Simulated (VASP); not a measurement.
Crystal: TiAl.

```
CELL_PARAMETERS angstrom
2.80873 0.00000 0.00000
-1.40437 2.43243 0.00000
0.00000 0.00000 4.58259
ATOMIC_POSITIONS crystal
Ti 0.00000 0.00000 0.00000
Al 0.33333 0.66667 0.50000
```

Program: VASP 6.6.1. Alike in all runs: task single point; no spin polarisation; cell as given; k mesh 11 × 11 × 6; cutoff (eV) 520; smearing fermi-dirac 0.05 eV.

Task: Order these runs on this cell by their pressure, lowest first.
A. level r2SCAN; potentials or basis VASP PAW PBE potentials, release 64 (Ti_sv, Al)
B. level PBEsol; potentials or basis VASP PAW PBE potentials, release 64 (Ti_sv, Al)
C. level LDA; potentials or basis VASP PAW LDA potentials, release 64 (Ti_sv, Al)

Result: C (0.5 GPa), B (4.2 GPa), A (6.7 GPa).

Caveats: the PAW data sets were made with another functional, which shifts forces and pressure a little (some runs).
